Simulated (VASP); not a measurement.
# Zr (P6_3/mmc) in VASP: a series of runs

Runs on Zr. Level: PBEsol. Tasks: single point, relaxation of cell and atoms.

Everything below comes from runs of VASP 6.6.1. Logs are shortened: lines on timing, memory, paths and dates and some standing lists are left out, and cuts for length are marked.

### Step 1. The cell of the first run

The structure is hexagonal, space group P6_3/mmc (No. 194). Conventional cell: a = 3.183 Å, b = 3.183 Å, c = 5.123 Å, α = 90.00°, β = 90.00°, γ = 120.00°. Within 4.1 Å of Zr (site symmetry -6m2) lie 12 Zr at 3.15 to 3.18 Å.

### Step 2. Single point, PBEsol

File INCAR:

```
PREC     = Accurate       # precision mode
ENCUT    = 520            # plane-wave cutoff, eV
EDIFF    = 1E-6           # SCF threshold, eV
ISMEAR   = -1             # smearing method
SIGMA    = 0.1            # smearing width, eV
LREAL    = F              # projectors in reciprocal space
LASPH    = T              # aspherical terms in the spheres
NELM     = 100            # most SCF steps
ALGO     = Normal         # electronic algorithm
ISIF     = 2              # what is computed and relaxed
LWAVE    = F              # write WAVECAR
LCHARG   = F              # write CHGCAR
GGA      = PS             # functional
NBANDS   = 19             # bands
```

File KPOINTS:

```
regular mesh
0
Gamma
  17 17 9
```

File POSCAR:

```
Zr
1.0
    3.1825648929      0.0000000000      0.0000000000
   -1.5912824464      2.7561820464      0.0000000000
    0.0000000000      0.0000000000      5.1231119475
Zr
2
Direct
    0.3333333333      0.6666666667      0.2500000000
    0.6666666667      0.3333333333      0.7500000000
```

Potentials or basis: VASP PAW PBE potentials, release 64 (Zr_sv).

The run is started by

```bash
> cat potpaw_PBE.64/Zr_sv/POTCAR > POTCAR
> mpirun -np 1 vasp_std > vasp.out
```

OUTCAR:

```text
PREC = Accurate
   ENCUT = 520
   EDIFF = 1E-6
   ISMEAR = -1
   LREAL = F
   LASPH = T
   NELM = 100
   ISIF = 2
   GGA = PS

 ion  position               nearest neighbor table
   1  0.333  0.667  0.250-   2 3.15   2 3.15   2 3.15   2 3.15   2 3.15   2 3.15
   2  0.667  0.333  0.750-   1 3.15   1 3.15   1 3.15   1 3.15   1 3.15   1 3.15

  LATTYP: Found a hexagonal cell.
 ALAT       =     3.1825648929
 C/A-ratio  =     1.6097431223

  Lattice vectors:

 A1 = (   3.1825648929,   0.0000000000,   0.0000000000)
 A2 = (  -1.5912824464,   2.7561820464,   0.0000000000)
 A3 = (   0.0000000000,   0.0000000000,   5.1231119475)

Analysis of symmetry for initial positions (statically):
=====================================================================
 Subroutine PRICEL returns:
 Original cell was already a primitive cell.

 Routine SETGRP: Setting up the symmetry group for a
 hexagonal supercell.

 Subroutine GETGRP returns: Found 24 space group operations
 (whereof 12 operations were pure point group operations)
 out of a pool of 24 trial point group operations.

The static configuration has the point symmetry D_3d.
 The point group associated with its full space group is D_6h.

Analysis of symmetry for dynamics (positions and initial velocities):
=====================================================================
 Subroutine PRICEL returns:
 Original cell was already a primitive cell.

 Routine SETGRP: Setting up the symmetry group for a
 hexagonal supercell.

 Subroutine GETGRP returns: Found 24 space group operations
 (whereof 12 operations were pure point group operations)
 out of a pool of 24 trial point group operations.

The dynamic configuration has the point symmetry D_3d.
 The point group associated with its full space group is D_6h.

 Subroutine INISYM returns: Found 24 space group operations
 (whereof 12 operations are pure point group operations),
 and found     1 'primitive' translations

----------------------------------------------------------------------------------------

                                     Primitive cell

  volume of cell :      44.9385

  direct lattice vectors                    reciprocal lattice vectors
     3.182564893  0.000000000  0.000000000     0.314211975  0.181410368  0.000000000
[... 75 lines left out ...]
   NGXF,Y,Z  is equivalent  to a cutoff of  25.07, 25.07, 25.96 a.u.
 SYSTEM =  unknown system
   PREC   = accura    normal or accurate (medium, high low for compatibility)
   ISTART =      0    job   : 0-new  1-cont  2-samecut
   ICHARG =      2    charge: 1-file 2-atom 10-const
   ISPIN  =      1    spin polarized calculation?
   LNONCOLLINEAR =      F non collinear calculations
   LSORBIT =      F    spin-orbit coupling
   LASPH  =      T    aspherical Exc in radial PAW
   ENCUT  =  520.0 eV  38.22 Ry    6.18 a.u.   5.92  5.92  9.53*2*pi/ulx,y,z
   NELM   =    100;   NELMIN=  2; NELMDL= -5     # of ELM steps
   EDIFF  = 0.1E-05   stopping-criterion for ELM
   LREAL  =      F    real-space projection
   EDIFFG = 0.1E-04   stopping-criterion for IOM
   NSW    =      0    number of steps for IOM
   IBRION =     -1    ionic relax: 0-MD 1-quasi-New 2-CG
   NFREE  =      0    steps in history (QN), initial steepest desc. (CG)
   ISIF   =      2    stress and relaxation
   ISYM   =      2    0-nonsym 1-usesym 2-fastsym
   POTIM  = 0.5000    time-step for ionic-motion
   TEBEG  =    0.0;   TEEND  =   0.0 temperature during run
   PSTRESS=    0.0 pullay stress
   NELECT =      24.0000    total number of electrons
   NUPDOWN=      -1.0000    fix difference up-down
   EMIN   =  10.00;   EMAX   =-10.00  energy-range for DOS
   EFERMI =   0.00;   METHOD = LEGACY
   ISMEAR =    -1;   SIGMA  =   0.10  broadening in eV -4-tet -1-fermi 0-gaus
   EFERMI_NEDOS =   21; number of points for ismear=-14 and -15
   IALGO  =     38    algorithm
   IMIX   =      4    mixing-type and parameters
     AMIX     =   0.40;   BMIX     =  1.00
     AMIX_MAG =   1.60;   BMIX_MAG =  1.00
  volume/ion in A,a.u.               =      22.47       151.63
  Fermi-wavevector in a.u.,A,eV,Ry     =   1.328227  2.509985 24.003214  1.764186
  Thomas-Fermi vector in A             =   2.457480
   LORBIT       =      0    0 simple, 1 ext, 2 COOP (PROOUT), +10 PAW based schemes
   GGA     = PS    functional components
   LHFCALC =     F    Hartree Fock is set to
   AEXX    =    0.0000 exact exchange contribution
   IVDW    =     0    specifies the selected vdW correction
   LEPSILON=     F    determine dielectric tensor
   LRPA    =     F    only Hartree local field effects (RPA)
 non-spin polarized calculation
  energy-cutoff  :      520.00
  volume of cell :       44.94
 maximum number of plane-waves:      1225
 NGX is ok and might be reduce to    24
   NGX = 11   NGY = 11   NGZ = 19

 number of electron      24.0000000 magnetization

 Free energy of the ion-electron system (eV)
  ---------------------------------------------------
  ext. energy  EPLUGINS =         0.00000000
  ---------------------------------------------------
  free energy    TOTEN  =       -18.19621348 eV

  energy without entropy =      -18.12693806  energy(sigma->0) =      -18.16157577

 E-fermi :   9.2316     XC(G=0): -11.3653

 val. band max:        9.2222118166   @ k =   0.0588  -0.0000   0.3333
 cond. band min:       9.2347013339   @ k =   0.1176   0.0588   0.2222
 fundamental gap:      0.0124895172
 Fermi energy:         9.2316387496

 k-point     1 :       0.0000    0.0000    0.0000
  band No.  band energies     occupation
      1     -39.3973      2.00000
      2     -39.2235      2.00000
      3     -18.0033      2.00000
      4     -17.0262      2.00000
      5     -17.0262      2.00000
      6     -16.8871      2.00000
[... 505 lines left out ...]
      6     -17.1784      2.00000
[... 11 lines left out ...]
     18      13.4799      0.00000
     19      14.3640      0.00000

 [... further k-points ...]
[... 5 lines left out ...]
  --------------------------------------------------------------------------------------
  -------------------------------------------------------------------------------------
  Total        0.0176661      0.0176661      0.0197069      0.0000000     -0.0000000      0.0000000
  in kB        0.6298416      0.6298416      0.7026042      0.0000000     -0.0000000      0.0000000
  external PRESSURE =       0.6540958 kB  Pullay stress =       0.0000000 kB

 VOLUME and BASIS-vectors are now :
 -----------------------------------------------------------------------------
  energy-cutoff  :      520.00
  volume of cell :       44.94
      direct lattice vectors                 reciprocal lattice vectors
     3.182564893  0.000000000  0.000000000     0.314211975  0.181410368  0.000000000
    -1.591282446  2.756182046  0.000000000     0.000000000  0.362820736  0.000000000
     0.000000000  0.000000000  5.123111947     0.000000000  0.000000000  0.195193861

 POSITION                                       TOTAL-FORCE (eV/Angst)
 -----------------------------------------------------------------------------------
     -0.00000      1.83745      1.28078         0.000000     -0.000000      0.000000
      1.59128      0.91873      3.84233        -0.000000      0.000000      0.000000
 -----------------------------------------------------------------------------------
    total drift:                               -0.000000      0.000000     -0.000000

  FREE ENERGIE OF THE ION-ELECTRON SYSTEM (eV)
  ---------------------------------------------------
  free  energy   TOTEN  =       -18.1962134831 eV

  energy  without entropy=      -18.1269380580  energy(sigma->0) =      -18.16157577
```

OSZICAR:

```text
N       E                     dE             d eps       ncg     rms          rms(c)
DAV:   1     0.214973353866E+03    0.21497E+03   -0.13280E+04  6286   0.126E+03
DAV:   2    -0.263150522044E+01   -0.21760E+03   -0.21335E+03  7224   0.369E+02
DAV:   3    -0.185899978487E+02   -0.15958E+02   -0.15809E+02 11404   0.720E+01
DAV:   4    -0.189654580431E+02   -0.37546E+00   -0.37505E+00  7391   0.116E+01
DAV:   5    -0.189765640257E+02   -0.11106E-01   -0.11104E-01  9305   0.137E+00    0.161E+01
DAV:   6    -0.183229286826E+02    0.65364E+00   -0.96736E-01  6826   0.738E+00    0.646E+00
DAV:   7    -0.181918118279E+02    0.13112E+00   -0.62898E-01  9022   0.513E+00    0.115E+00
DAV:   8    -0.181960284836E+02   -0.42167E-02   -0.35852E-02  8158   0.152E+00    0.237E-01
DAV:   9    -0.181962331694E+02   -0.20469E-03   -0.13234E-03  8472   0.313E-01    0.250E-02
DAV:  10    -0.181962116384E+02    0.21531E-04   -0.41715E-05  9013   0.390E-02    0.219E-02
DAV:  11    -0.181962134636E+02   -0.18252E-05   -0.83434E-06  7003   0.314E-02    0.187E-03
DAV:  12    -0.181962134831E+02   -0.19512E-07   -0.20643E-07  3983   0.338E-03
   1 F= -.18196213E+02 E0= -.18161576E+02  d E =-.692754E-01
```

Run time: 35 s. Hardware: 1 thread of Intel Xeon 6975P-C (Granite Rapids), shared host; peak memory 0.24 GiB.

Results:

```
Free energy            : -18.1962 eV
Pressure               : 0.1 GPa
Band gap on the k mesh : zero (band 12 reaches 10.24 eV, above the bottom of band 13 at 9.04 eV)
```

Caveat: the PAW data sets were made with another functional, which shifts forces and pressure a little.

### Step 3. Relaxation of cell and atoms, PBEsol

This run uses another cell than the first one, of 23.28 Å³/atom, 1.036 times its volume.

File INCAR:

```
SYSTEM = Zr
PREC     = Accurate       ! precision mode
ENCUT    = 600            ! plane-wave cutoff, eV
EDIFF    = 1E-6           ! SCF threshold, eV
ISMEAR   = -1             ! smearing method
SIGMA    = 0.1            ! smearing width, eV
LREAL    = .False.        ! projectors in reciprocal space
LASPH    = .True.         ! aspherical terms in the spheres
NELM     = 60             ! most SCF steps
ALGO     = Normal         ! electronic algorithm
ISIF     = 3              ! what is computed and relaxed
LWAVE    = .False.        ! write WAVECAR
LCHARG   = .False.        ! write CHGCAR
GGA      = PS             ! functional
IBRION   = 2              ! ionic algorithm
NSW      = 80             ! ionic steps
EDIFFG   = -0.01          ! ionic threshold
```

File KPOINTS:

```
regular mesh
0
Gamma
  17 17 9
  0 0 0
```

File POSCAR:

```
Zr
1.0
    3.2320000000      0.0000000000      0.0000000000
   -1.6160000000      2.7989941000      0.0000000000
    0.0000000000      0.0000000000      5.1470000000
Zr
2
Direct
    0.3333333339      0.6666666679      0.2500000000
    0.6666666661      0.3333333321      0.7500000000
```

Potentials or basis: VASP PAW PBE potentials, release 64 (Zr_sv).

The run is started by

```bash
> cat potpaw_PBE.64/Zr_sv/POTCAR > POTCAR
> mpirun -np 1 vasp_std > vasp.out
```

Run time: 4 min. Hardware: 1 thread of Intel Xeon 6975P-C (Granite Rapids), shared host; peak memory 0.28 GiB.

Results (log left out):

| Property | Result |
| --- | --- |
| Free energy | -18.1973 eV |
| Relaxed volume | 22.48 Å³/atom |
| Relaxed cell | a = 3.183 Å, b = 3.183 Å, c = 5.123 Å, α = 90.00°, β = 90.00°, γ = 120.00° |
| Space group after relaxing (to 0.05 Å) | P6_3/mmc (No. 194) |
| Energy gained by relaxing | 8.4 meV/atom |
| Ionic steps | 6 |
| Pressure after relaxing | 0.0 GPa |
| Band gap on the k mesh | zero (band 12 reaches 10.24 eV, above the bottom of band 13 at 9.04 eV) |

The path:
| step | energy change (eV) | largest force (eV/Å) | pressure (GPa) | volume (Å³) |
| --- | --- | --- | --- | --- |
| 1 | 0.0000 | 0.0000 | -3.18 | 46.56 |
| 2 | -0.0007 | 0.0000 | 3.49 | 43.52 |
| 3 | -0.0162 | 0.0000 | 0.02 | 45.00 |
| 4 | -0.0162 | 0.0000 | 0.08 | 44.97 |
| 5 | -0.0166 | 0.0000 | 0.06 | 44.96 |
| 6 | -0.0168 | 0.0000 | 0.05 | 44.95 |

Final structure:
```
Zr
1.0
     3.18311    0.00000    0.00000
    -1.59155    2.75665    0.00000
     0.00000    0.00000    5.12318
Zr
2
Direct
  0.33333 0.66667 0.25000
  0.66667 0.33333 0.75000
```

Levels at points of the mesh, in eV from the Fermi level:
```
           k point  band 10  band 11  band 12  band 13  band 14  band 15
(0.00, 0.00, 0.00)    -3.11     0.91     0.91     0.97     1.27     1.62
```

Caveat: the PAW data sets were made with another functional, which shifts forces and pressure a little.
